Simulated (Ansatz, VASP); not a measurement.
# One calculation of C, two programs

```
CELL_PARAMETERS angstrom
2.46652 0.00000 0.00000
-1.23326 2.13607 0.00000
0.00000 0.00000 25.21247
ATOMIC_POSITIONS crystal
C 0.00000 0.00000 0.91756
C 0.33333 0.66667 0.91756
C 0.00000 0.00000 0.74911
C 0.33333 0.66667 0.74910
C 0.66667 0.33333 0.25090
C 0.00000 0.00000 0.25089
C 0.66667 0.33333 0.08244
C 0.00000 0.00000 0.08244
C 0.33333 0.66667 0.58423
C 0.66667 0.33333 0.58423
C 0.33333 0.66667 0.41577
C 0.66667 0.33333 0.41577
```

Change from the starting cell: strain along c alone, the other axes held, atoms relaxed: -2.0 %.

Alike in both runs: functional PBE; k mesh 18 × 18 × 2; occupations gaussian, width 0.01 eV; no spin polarisation.

Ansatz relaxed the structure, and its values are those at the end. VASP's run is a single point on that final structure, the one shown.

|  | VASP | Ansatz |
| --- | --- | --- |
| version | VASP 6.6.1 | Ansatz 0.2.0 |
| potentials or method | VASP PAW PBE potentials, release 64 (C), cutoff 520 eV | scalar-relativistic, plane waves, PAW |
| valence electrons in the cell | 48 | 48 |

|  | VASP | Ansatz | Ansatz less VASP |
| --- | --- | --- | --- |
| gap on the k mesh at the Fermi level (eV) | 0.08 | 0.08 | 0.000 |
| least direct gap on the mesh (eV) | 0.08 | 0.08 | 0.000 |
| pressure (GPa) | 0.4 | 0.0 | -0.35 |

The functional is the same, so the differences come from potentials, cutoffs and numerics. Ansatz's warnings: stress scf threshold loose.
